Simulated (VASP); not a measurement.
# Ni in VASP: further runs

Ni is run at these levels: PBE; tasks: single point, relaxation of cell and atoms.

All numbers are computed with VASP 6.6.1; they aren't measurements. Logs are shortened: lines on timing, memory, paths and dates and some standing lists are left out, and cuts for length are marked.

## Step 1: The cell of the first run

The structure is cubic, space group Fm-3m (No. 225). The conventional cell has a = 3.514 Å, b = 3.514 Å, c = 3.514 Å, α = 90.00°, β = 90.00°, γ = 90.00°. Ni (site symmetry m-3m) has 12 Ni at 2.49 Å within 3.3 Å.

## Step 2: Single point, PBE

INCAR

```
SYSTEM = Ni
ALGO = Normal ; EDIFF = 1E-7
ENCUT = 520 ; GGA = PE
ISIF = 2 ; ISMEAR = 1
LASPH = .True. ; LCHARG = .True.
LELF = .True. ; LREAL = .False.
LVHAR = .True. ; LWAVE = .False.
NBANDS = 11 ; NELM = 100
PREC = Accurate ; SIGMA = 0.2
```

KPOINTS

```
k-points
0
Gamma
  15 15 15
  0 0 0
```

POSCAR

```
Ni
1.0
    0.0000000000      1.7572466680      1.7572466680
    1.7572466680      0.0000000000      1.7572466680
    1.7572466680      1.7572466680      0.0000000000
Ni
1
Direct
    0.0000000000      0.0000000000      0.0000000000
```

Potentials or basis: VASP PAW PBE potentials, release 64 (Ni).

Launch:

```console
$ cat potpaw_PBE.64/Ni/POTCAR > POTCAR
$ mpirun -np 1 vasp_std > vasp.out
```

OUTCAR:

```text
SYSTEM = Ni
   EDIFF = 1E-7
   ENCUT = 520
   GGA = PE
   ISIF = 2
   ISMEAR = 1
   LASPH = .True.
   LREAL = .False.
   NELM = 100
   PREC = Accurate

 ion  position               nearest neighbor table
   1  0.000  0.000  0.000-

  LATTYP: Found a face centered cubic cell.
 ALAT       =     3.5144933360

  Lattice vectors:

 A1 = (   0.0000000000,   1.7572466680,   1.7572466680)
 A2 = (   1.7572466680,   0.0000000000,   1.7572466680)
 A3 = (   1.7572466680,   1.7572466680,   0.0000000000)

Analysis of symmetry for initial positions (statically):
=====================================================================
 Subroutine PRICEL returns:
 Original cell was already a primitive cell.

 Routine SETGRP: Setting up the symmetry group for a
 face centered cubic supercell.

 Subroutine GETGRP returns: Found 48 space group operations
 (whereof 48 operations were pure point group operations)
 out of a pool of 48 trial point group operations.

The static configuration has the point symmetry O_h .

Analysis of symmetry for dynamics (positions and initial velocities):
=====================================================================
 Subroutine PRICEL returns:
 Original cell was already a primitive cell.

 Routine SETGRP: Setting up the symmetry group for a
 face centered cubic supercell.

 Subroutine GETGRP returns: Found 48 space group operations
 (whereof 48 operations were pure point group operations)
 out of a pool of 48 trial point group operations.

The dynamic configuration has the point symmetry O_h .

 Subroutine INISYM returns: Found 48 space group operations
 (whereof 48 operations are pure point group operations),
 and found     1 'primitive' translations

----------------------------------------------------------------------------------------

                                     Primitive cell

  volume of cell :      10.8525

  direct lattice vectors                    reciprocal lattice vectors
     0.000000000  1.757246668  1.757246668    -0.284536035  0.284536035  0.284536035
     1.757246668  0.000000000  1.757246668     0.284536035 -0.284536035  0.284536035
     1.757246668  1.757246668  0.000000000     0.284536035  0.284536035 -0.284536035

  length of vectors
     2.485122070  2.485122070  2.485122070     0.492830870  0.492830870  0.492830870

  position of ions in fractional coordinates (direct lattice)
     0.000000000  0.000000000  0.000000000

  ion indices of the primitive-cell ions
   primitive index   ion index
                 1           1

----------------------------------------------------------------------------------------

 KPOINTS: k-points

Automatic generation of k-mesh.
 Grid dimensions read from file:
 generate k-points for:   15   15   15

 Generating k-lattice:

  Cartesian coordinates                     Fractional coordinates (reciprocal lattice)
    -0.018969069  0.018969069  0.018969069     0.066666667  0.000000000  0.000000000
     0.018969069 -0.018969069  0.018969069     0.000000000  0.066666667  0.000000000
     0.018969069  0.018969069 -0.018969069     0.000000000  0.000000000  0.066666667

  Length of vectors
     0.032855391  0.032855391  0.032855391

  Shift w.r.t. Gamma in fractional coordinates (k-lattice)
     0.000000000  0.000000000  0.000000000

 Subroutine IBZKPT returns following result:
 ===========================================

 Found    120 irreducible k-points:

 Following reciprocal coordinates:
            Coordinates               Weight
  0.000000  0.000000  0.000000      1.000000
  0.066667  0.000000  0.000000      8.000000
  0.133333  0.000000  0.000000      8.000000
  0.200000  0.000000  0.000000      8.000000
  0.266667  0.000000  0.000000      8.000000
  0.333333  0.000000  0.000000      8.000000
[... 16 lines left out ...]
  0.133333  0.133333  0.000000      6.000000
  0.200000  0.133333  0.000000     24.000000
 [... further k-points ...]
   k-points           NKPTS =    120   k-points in BZ     NKDIM =    120   number of bands    NBANDS=     11
   number of dos      NEDOS =    301   number of ions     NIONS =      1
   total plane-waves  NPLWV =   5832
   dimension x,y,z NGX =    18 NGY =   18 NGZ =   18
   dimension x,y,z NGXF=    36 NGYF=   36 NGZF=   36
   ions per type =               1
   NGX,Y,Z   is equivalent  to a cutoff of  12.04, 12.04, 12.04 a.u.
   NGXF,Y,Z  is equivalent  to a cutoff of  24.08, 24.08, 24.08 a.u.
 SYSTEM =  Ni
   PREC   = accura    normal or accurate (medium, high low for compatibility)
   ISTART =      0    job   : 0-new  1-cont  2-samecut
   ICHARG =      2    charge: 1-file 2-atom 10-const
   ISPIN  =      1    spin polarized calculation?
   LNONCOLLINEAR =      F non collinear calculations
   LSORBIT =      F    spin-orbit coupling
   LASPH  =      T    aspherical Exc in radial PAW
   ENCUT  =  520.0 eV  38.22 Ry    6.18 a.u.   4.62  4.62  4.62*2*pi/ulx,y,z
   NELM   =    100;   NELMIN=  2; NELMDL= -5     # of ELM steps
   EDIFF  = 0.1E-06   stopping-criterion for ELM
   LREAL  =      F    real-space projection
   EDIFFG = 0.1E-05   stopping-criterion for IOM
   NSW    =      0    number of steps for IOM
   IBRION =     -1    ionic relax: 0-MD 1-quasi-New 2-CG
   NFREE  =      0    steps in history (QN), initial steepest desc. (CG)
   ISIF   =      2    stress and relaxation
   ISYM   =      2    0-nonsym 1-usesym 2-fastsym
   POTIM  = 0.5000    time-step for ionic-motion
   TEBEG  =    0.0;   TEEND  =   0.0 temperature during run
   PSTRESS=    0.0 pullay stress
   NELECT =      10.0000    total number of electrons
   NUPDOWN=      -1.0000    fix difference up-down
   EMIN   =  10.00;   EMAX   =-10.00  energy-range for DOS
   EFERMI =   0.00;   METHOD = LEGACY
   ISMEAR =     1;   SIGMA  =   0.20  broadening in eV -4-tet -1-fermi 0-gaus
   EFERMI_NEDOS =   21; number of points for ismear=-14 and -15
   IALGO  =     38    algorithm
   IMIX   =      4    mixing-type and parameters
     AMIX     =   0.40;   BMIX     =  1.00
     AMIX_MAG =   1.60;   BMIX_MAG =  1.00
  volume/ion in A,a.u.               =      10.85        73.24
  Fermi-wavevector in a.u.,A,eV,Ry     =   1.593060  3.010447 34.529407  2.537840
  Thomas-Fermi vector in A             =   2.691349
   LORBIT       =      0    0 simple, 1 ext, 2 COOP (PROOUT), +10 PAW based schemes
   GGA     = PE    functional components
   LHFCALC =     F    Hartree Fock is set to
   AEXX    =    0.0000 exact exchange contribution
   IVDW    =     0    specifies the selected vdW correction
   LEPSILON=     F    determine dielectric tensor
   LRPA    =     F    only Hartree local field effects (RPA)
 non-spin polarized calculation
 Methfessel and Paxton  Order N= 1 SIGMA  =   0.20
  energy-cutoff  :      520.00
  volume of cell :       10.85
 maximum number of plane-waves:       303
   NGX =  9   NGY =  9   NGZ =  9

 number of electron      10.0000013 magnetization

 Free energy of the ion-electron system (eV)
  ---------------------------------------------------
  ext. energy  EPLUGINS =         0.00000000
  ---------------------------------------------------
  free energy    TOTEN  =        -5.41895613 eV

  energy without entropy =       -5.40977965  energy(sigma->0) =       -5.41589730

 E-fermi :   9.2209     XC(G=0): -13.2684

 val. band max:        9.2089802326   @ k =   0.4667   0.0667   0.0000
 cond. band min:       9.2260659081   @ k =  -0.4000   0.4000   0.0000
 fundamental gap:      0.0170856756
 Fermi energy:         9.2209059814

 k-point     1 :       0.0000    0.0000    0.0000
  band No.  band energies     occupation
      1       0.3666      2.00000
      2       7.3701      2.00000
      3       7.3701      2.00000
      4       7.3701      2.00000
      5       8.4713      2.00000
      6       8.4713      2.00000
      7      33.0748      0.00000
      8      37.0287      0.00000
      9      37.0287      0.00000
     10      37.0287      0.00000
     11      40.0403      0.00000

 k-point     2 :       0.0667    0.0000    0.0000
  band No.  band energies     occupation
      1       0.5409      2.00000
      2       7.3224      2.00000
      3       7.4096      2.00000
      4       7.4096      2.00000
      5       8.4545      2.00000
      6       8.4545      2.00000
      7      32.5012      0.00000
      8      35.1072      0.00000
      9      36.6414      0.00000
     10      36.6414      0.00000
     11      40.6202      0.00000

 k-point     3 :       0.1333    0.0000    0.0000
  band No.  band energies     occupation
      1       1.0530      2.00000
      2       7.1981      2.00000
      3       7.5042      2.00000
      4       7.5042      2.00000
      5       8.4271      2.00000
      6       8.4271      2.00000
      7      29.8540      0.00000
      8      34.0706      0.00000
      9      35.9437      0.00000
     10      35.9437      0.00000
     11      41.1092      0.00000

 k-point     4 :       0.2000    0.0000    0.0000
  band No.  band energies     occupation
      1       1.8648      2.00000
      2       7.0539      2.00000
      3       7.5788      2.00000
      4       7.5788      2.00000
      5       8.4606      2.00000
      6       8.4606      2.00000
      7      26.4505      0.00000
      8      33.6144      0.00000
      9      35.3085      0.00000
     10      35.3085      0.00000
     11      41.1777      0.00000
[... 239 lines left out ...]
 k-point    22 :      -0.0667    0.0667    0.0000
  band No.  band energies     occupation
      1       0.8278      2.00000
      2       7.2368      2.00000
      3       7.4672      2.00000
      4       7.4839      2.00000
      5       8.3736      2.00000
      6       8.4912      2.00000
      7      31.5848      0.00000
      8      33.1614      0.00000
      9      35.7458      0.00000
     10      37.6843      0.00000
     11      40.1409      0.00000

 k-point    23 :       0.1333    0.1333    0.0000
  band No.  band energies     occupation
      1       1.2779      2.00000
      2       7.0427      2.00000
      3       7.6302      2.00000
      4       7.6302      2.00000
      5       8.1810      2.00000
      6       8.5881      2.00007
      7      31.7280      0.00000
      8      32.8688      0.00000
      9      32.8688      0.00000
     10      34.0168      0.00000
     11      40.7253      0.00000

 k-point    24 :       0.2000    0.1333    0.0000
  band No.  band energies     occupation
      1       1.8734      2.00000
      2       6.8808      2.00000
      3       7.7193      2.00000
      4       7.7564      2.00000
      5       8.1228      2.00000
      6       8.6525      2.00044
      7      29.1696      0.00000
      8      31.7549      0.00000
      9      32.1365      0.00000
     10      34.4295      0.00000
     11      38.9836      0.00000

 [... further k-points ...]
[... 5 lines left out ...]
  --------------------------------------------------------------------------------------
  -------------------------------------------------------------------------------------
  Total       -0.0435096     -0.0435096     -0.0435096      0.0000000     -0.0000000      0.0000000
  in kB       -6.4234380     -6.4234380     -6.4234380      0.0000000     -0.0000000      0.0000000
  external PRESSURE =      -6.4234380 kB  Pullay stress =       0.0000000 kB

 VOLUME and BASIS-vectors are now :
 -----------------------------------------------------------------------------
  energy-cutoff  :      520.00
  volume of cell :       10.85
      direct lattice vectors                 reciprocal lattice vectors
     0.000000000  1.757246668  1.757246668    -0.284536035  0.284536035  0.284536035
     1.757246668  0.000000000  1.757246668     0.284536035 -0.284536035  0.284536035
     1.757246668  1.757246668  0.000000000     0.284536035  0.284536035 -0.284536035

 POSITION                                       TOTAL-FORCE (eV/Angst)
 -----------------------------------------------------------------------------------
      0.00000      0.00000      0.00000         0.000000      0.000000      0.000000
 -----------------------------------------------------------------------------------
    total drift:                                0.000000     -0.000000      0.000000

  FREE ENERGIE OF THE ION-ELECTRON SYSTEM (eV)
  ---------------------------------------------------
  free  energy   TOTEN  =        -5.4189561283 eV

  energy  without entropy=       -5.4097796461  energy(sigma->0) =       -5.41589730
```

Run time: 34 s. Hardware: 1 thread of AMD EPYC 7R13, shared host; peak memory 0.1 GiB.

Results:

```
Free energy            : -5.4190 eV
Pressure               : -0.6 GPa
Band gap on the k mesh : zero (band 5 reaches 9.38 eV, above the bottom of band 6 at 8.43 eV)
```

Caveat: the run has no spin polarisation, though such a crystal can be magnetic. Spin polarisation is off, so any magnetic state and its effect on volume and gap are missing.

## Step 3: Single point, PBE

INCAR

```
SYSTEM = Ni
PREC = Accurate
ENCUT = 520
EDIFF = 1E-7
ISMEAR = 1
SIGMA = 0.3
LREAL = .FALSE.
LASPH = .TRUE.
NELM = 80
ALGO = Normal
ISIF = 2
LWAVE = .FALSE.
LCHARG = .FALSE.
GGA = PE
NBANDS = 11
```

KPOINTS

```
Automatic mesh
0
G
  15 15 15
  0 0 0
```

POSCAR is that of step 2.

Potentials or basis: VASP PAW PBE potentials, release 64 (Ni).

Launch:

```console
$ cat potpaw_PBE.64/Ni/POTCAR > POTCAR
$ mpirun -np 1 vasp_std > vasp.out
```

Wall time 33 s (1 thread of AMD EPYC 7R13, shared host); peak memory 0.1 GiB.

Results (log left out):

```yaml
Free_energy: -5.4247 eV
Pressure: -0.5 GPa
Band_gap_on_the_k_mesh: zero (band 5 reaches 9.38 eV, above the bottom of band 6 at 8.43 eV)
```

Levels at points of the mesh, in eV from the Fermi level:
```tsv
k point	band 2	band 3	band 4	band 5	band 6	band 7	band 8	band 9
(0.00, 0.00, 0.00)	-1.86	-1.86	-1.86	-0.76	-0.76	23.84	27.80	27.80
```

Caveat: the run has no spin polarisation, though such a crystal can be magnetic.

## Step 4: Single point, PBE, collinear spin, antiferromagnetic start

This run uses another cell than the first one: it holds 2 atoms, not 1.

INCAR

```
SYSTEM = Ni
PREC     = Accurate       ! precision mode
ENCUT    = 520            ! plane-wave cutoff, eV
EDIFF    = 1E-7           ! SCF threshold, eV
ISMEAR   = -1             ! smearing method
SIGMA    = 0.05           ! smearing width, eV
LREAL    = .FALSE.        ! projectors in reciprocal space
LASPH    = .TRUE.         ! aspherical terms in the spheres
NELM     = 150            ! most SCF steps
ALGO     = Normal         ! electronic algorithm
ISIF     = 2              ! what is computed and relaxed
LWAVE    = .FALSE.        ! write WAVECAR
LCHARG   = .FALSE.        ! write CHGCAR
ISPIN    = 2              ! spin polarisation
MAGMOM   = 0.8 -0.8       ! initial moments
LORBIT   = 11             ! projections on sites
LMAXMIX  = 4              ! l up to which the mixer works
GGA      = PE             ! functional
NBANDS   = 21             ! bands
```

KPOINTS

```
Automatic mesh
0
G
  13 13 9
  0 0 0
```

POSCAR

```
Ni
1.0
    2.4835174238      0.0000000000      0.0000000000
    0.0000000000      2.4835174238      0.0000000000
    0.0000000000      0.0000000000      3.5125072995
Ni
2
Direct
    0.0000000000      0.0000000000      0.0000000000
    0.5000000000      0.5000000000      0.5000000000
```

Launch:

```console
$ cat potpaw_PBE.64/Ni/POTCAR > POTCAR
$ mpirun -np 1 vasp_std > vasp.out
```

Wall time 2 min (1 thread of Intel Xeon 6975P-C, shared host); peak memory 0.2 GiB.

Results (log left out):

```yaml
Free_energy: -10.8549 eV
Pressure: 0.0 GPa
Band_gap_on_the_k_mesh: zero (filled and empty bands overlap)
Net_moment: 0.00 μB per cell
Site_moments: Ni +0.07, -0.07 μB
Valence_electrons_inside_the_program's_atomic_spheres: Ni 9.32
```

Stress tensor (GPa, compression positive):
```
-0.03  0.00  0.00
 0.00 -0.03  0.00
 0.00  0.00  0.04
```

Levels at points of the mesh, in eV from the Fermi level:
Spin up:
| k point | band 7 | band 8 | band 9 | band 10 | band 11 | band 12 | band 13 | band 14 |
| --- | --- | --- | --- | --- | --- | --- | --- | --- |
| (0.00, 0.00, 0.00) | -0.76 | -0.76 | -0.03 | 0.17 | 0.17 | 2.61 | 9.57 | 15.06 |
Spin down:
| k point | band 8 | band 9 | band 10 | band 11 | band 12 | band 13 |
| --- | --- | --- | --- | --- | --- | --- |
| (0.00, 0.00, 0.00) | -0.76 | -0.03 | 0.17 | 0.17 | 2.61 | 9.57 |

## Step 5: Relaxation of cell and atoms, PBE, collinear spin, antiferromagnetic start

This run uses another cell than the first one: it holds 2 atoms, not 1.

INCAR

```
PREC     = Accurate       # precision mode
ENCUT    = 600            # plane-wave cutoff, eV
EDIFF    = 1E-6           # SCF threshold, eV
ISMEAR   = -1             # smearing method
SIGMA    = 0.05           # smearing width, eV
LREAL    = F              # projectors in reciprocal space
LASPH    = T              # aspherical terms in the spheres
NELM     = 150            # most SCF steps
ALGO     = Normal         # electronic algorithm
ISIF     = 3              # what is computed and relaxed
LWAVE    = F              # write WAVECAR
LCHARG   = F              # write CHGCAR
ISPIN    = 2              # spin polarisation
MAGMOM   = 0.8 -0.8       # initial moments
LORBIT   = 11             # projections on sites
LMAXMIX  = 4              # l up to which the mixer works
GGA      = PE             # functional
IBRION   = 2              # ionic algorithm
NSW      = 80             # ionic steps
EDIFFG   = -0.01          # ionic threshold
```

KPOINTS

```
Automatic mesh
0
Gamma
  13 13 9
```

POSCAR

```
Ni
1.0
    2.4917594441      0.0000000000      0.0000000000
    0.0000000000      2.4917594441      0.0000000000
    0.0000000000      0.0000000000      3.5238800000
Ni
2
Direct
    0.0000000000      0.0000000000      0.0000000000
    0.5000000000      0.5000000000      0.5000000000
```

Launch:

```console
$ cat potpaw_PBE.64/Ni/POTCAR > POTCAR
$ mpirun -np 1 vasp_std > vasp.out
```

It took 2.8 min on 1 thread of Intel Xeon 6975P-C, shared host; peak memory 0.2 GiB.

The run converged. Its results:

- Free energy: -10.8544 eV
- Relaxed volume: 10.83 Å³/atom
- Relaxed cell: a = 2.483 Å, b = 2.483 Å, c = 3.512 Å, α = 90.00°, β = 90.00°, γ = 90.00°
- Space group after relaxing (to 0.05 Å): Fm-3m (No. 225)
- Energy gained by relaxing: 0.7 meV/atom
- Ionic steps: 3
- Pressure after relaxing: 0.1 GPa
- Band gap on the k mesh: zero (filled and empty bands overlap)
- Net moment: 0.00 μB per cell
- Site moments: Ni +0.06, -0.06 μB
- Valence electrons inside the program's atomic spheres: Ni 9.32

Stress tensor (GPa, compression positive):
```
0.05 0.00 0.00
0.00 0.05 0.00
0.00 0.00 0.15
```

The path:
```tsv
step	energy change (eV)	largest force (eV/Å)	pressure (GPa)	volume (Å³)
1	0.0000	0.0000	-1.99	21.88
2	-0.0003	0.0000	1.91	21.45
3	-0.0014	0.0000	0.08	21.65
```

Final structure:
```cif
data_structure
_symmetry_space_group_name_H-M 'P 1'
_symmetry_Int_Tables_number 1
_cell_length_a 2.4830
_cell_length_b 2.4830
_cell_length_c 3.5118
_cell_angle_alpha 90.000
_cell_angle_beta 90.000
_cell_angle_gamma 90.000
_cell_volume 21.65
loop_
_atom_site_label
_atom_site_type_symbol
_atom_site_fract_x
_atom_site_fract_y
_atom_site_fract_z
_atom_site_occupancy
Ni1 Ni 0.00000 0.00000 0.00000 1
Ni2 Ni 0.50000 0.50000 0.50000 1
```

Levels at points of the mesh, in eV from the Fermi level:
Spin up:
| k point | band 8 | band 9 | band 10 | band 11 | band 12 | band 13 |
| --- | --- | --- | --- | --- | --- | --- |
| (0.00, 0.00, 0.00) | -0.76 | -0.03 | 0.17 | 0.17 | 2.62 | 9.58 |
Spin down:
| k point | band 7 | band 8 | band 9 | band 10 | band 11 | band 12 | band 13 | band 14 |
| --- | --- | --- | --- | --- | --- | --- | --- | --- |
| (0.00, 0.00, 0.00) | -0.76 | -0.76 | -0.03 | 0.17 | 0.17 | 2.62 | 9.58 | 15.06 |

## Step 6: Summary

```tsv
task	spin	cell	k mesh	cutoff (eV)	smearing	gap on the mesh (eV)	pressure (GPa)	moment (μB)
single point	off	a = 2.485 Å, angles 60.0°, 1 atom	15 × 15 × 15	520	methfessel-paxton 0.2 eV	none	-0.6	-
single point	off	a = 2.485 Å, angles 60.0°, 1 atom	15 × 15 × 15	520	methfessel-paxton 0.3 eV	none	-0.5	-
single point	collinear, antiferromagnetic start	a = 2.484, b = 2.484, c = 3.513 Å, 2 atoms	13 × 13 × 9	520	fermi-dirac 0.05 eV	none	0.0	0.00
relaxation of cell and atoms	collinear, antiferromagnetic start	relaxed from a = 2.492, b = 2.492, c = 3.524 Å, 2 atoms	13 × 13 × 9	600	fermi-dirac 0.05 eV	none	0.1	0.00
```

Alike in all rows: level PBE; potentials or basis VASP PAW PBE potentials, release 64 (Ni).

Absolute energies hang on the potentials; compare differences alone.
